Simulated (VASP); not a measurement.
A run of VASP 6.6.1 is set up as follows.

File INCAR:

```
PREC = Accurate
ENCUT = 520
EDIFF = 1E-6
ISMEAR = -1
SIGMA = 0.06122561905347299
LREAL = F
LASPH = T
NELM = 100
ALGO = Normal
ISIF = 2
LWAVE = F
LCHARG = F
GGA = PE
NBANDS = 18
```

File KPOINTS:

```
regular mesh
0
Gamma
  20 20 20
```

File POSCAR:

```
CuO2
1.0
    0.0000000000      2.3841507758      2.3841507758
    2.3841507758      0.0000000000      2.3841507758
    2.3841507758      2.3841507758      0.0000000000
Cu O
1 2
Direct
    0.0000000000      0.0000000000      0.0000000000
    0.2500000000      0.2500000000      0.2500000000
    0.7500000000      0.7500000000      0.7500000000
```

Potentials or basis: VASP PAW PBE potentials, release 64 (Cu, O).

Launch:

```console
$ cat potpaw_PBE.64/Cu/POTCAR potpaw_PBE.64/O/POTCAR > POTCAR
$ mpirun -np 1 vasp_std > vasp.out
```

Problem. Estimate the band gap on the k mesh.

Solution. Zero (an odd number of electrons rules out a gap without spin polarisation).

Problem. What does it give for the pressure?

Solution. 8.1 GPa.

Caveat: the cell stands under pressure; an odd number of electrons without spin polarisation forces a metal; a magnetic or distorted state may lie lower; semilocal functionals often make such compounds metallic where correlation or magnetic order opens a gap, which also shifts bond lengths. With open d or f shells a metallic result of PBE can be an artefact of self-interaction; +U or a hybrid may open a gap.
